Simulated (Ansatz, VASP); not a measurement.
**One calculation of Pb, two programs**

```
Pb
1.0
     0.00000    2.50759    2.50759
     2.50759    0.00000    2.50759
     2.50759    2.50759    0.00000
Pb
1
Direct
  0.00000 0.00000 0.00000
```

Alike in both runs: task single point; functional r2SCAN0; k mesh 5 × 5 × 5; occupations fermi-dirac, width 0.05 eV; no spin polarisation.

|  | VASP | Ansatz |
| --- | --- | --- |
| version | VASP 6.6.1 | Ansatz 0.2.0 |
| potentials or method | VASP PAW PBE potentials, release 64 (Pb_d) | Ansatz PAW |
| plane-wave cutoff (eV) | 520 | 500 |
| valence electrons in the cell | 14 | 14 |

Ansatz gave:

```
gap on the k mesh at the Fermi level (eV) : none
pressure (GPa)                            : -1.9
```

What did VASP give for the same quantities?

gap on the k mesh at the Fermi level (eV): none; pressure (GPa): -2.1.

VASP's potentials were made for PBE, not for r2SCAN0. A gap of «none» marks a metal or a gap that the smearing closes. The functional is the same, so the differences come from potentials, cutoffs and numerics.

The k mesh is coarse, so the values compare programs but aren't converged. Neither program's run includes spin-orbit coupling.
